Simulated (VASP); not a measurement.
A run of VASP 6.6.1 is set up as follows.

The input INCAR:

```
SYSTEM = CoSi2
PREC = Accurate
ENCUT = 520
EDIFF = 1E-6
ISMEAR = -5
SIGMA = 0.05
LREAL = .FALSE.
LASPH = .TRUE.
NELM = 150
ALGO = Normal
ISIF = 2
LWAVE = .FALSE.
LCHARG = .TRUE.
ISPIN = 2
MAGMOM = 4 0 0
LORBIT = 11
NUPDOWN = 4.0
LMAXMIX = 4
GGA = B5
ALDAX = 1.0
AGGAX = 1.0
AGGAC = 1.0
ALDAC = 0.0
IVDW = 13
VDW_S6 = 1.0
VDW_S8 = 2.34076671
VDW_A1 = 0.44488865
VDW_A2 = 4.0933009
LELF = .TRUE.
LVHAR = .TRUE.
NBANDS = 20
```

Contents of KPOINTS:

```
regular mesh
0
G
  9 9 9
  0 0 0
```

POSCAR

```
CoSi2
1.0
    0.0000000000      2.7305231384      2.7305231384
    2.7305231384      0.0000000000      2.7305231384
    2.7305231384      2.7305231384      0.0000000000
Co Si
1 2
Direct
    0.0000000000      0.0000000000      0.0000000000
    0.7500000000      0.7500000000      0.7500000000
    0.2500000000      0.2500000000      0.2500000000
```

Potentials or basis: VASP PAW PBE potentials, release 64 (Co, Si).

Command:

```bash
$ cat potpaw_PBE.64/Co/POTCAR potpaw_PBE.64/Si/POTCAR > POTCAR
$ mpirun -np 1 vasp_std > vasp.out
```

(1) Predict the pressure.

(2) Predict the dispersion energy per atom.

Answers

(1) 21.6 GPa.

(2) -0.841 eV.

Caveat: the PAW data sets were made with another functional, which shifts forces and pressure a little; the total moment is fixed, so each spin has its own Fermi level.
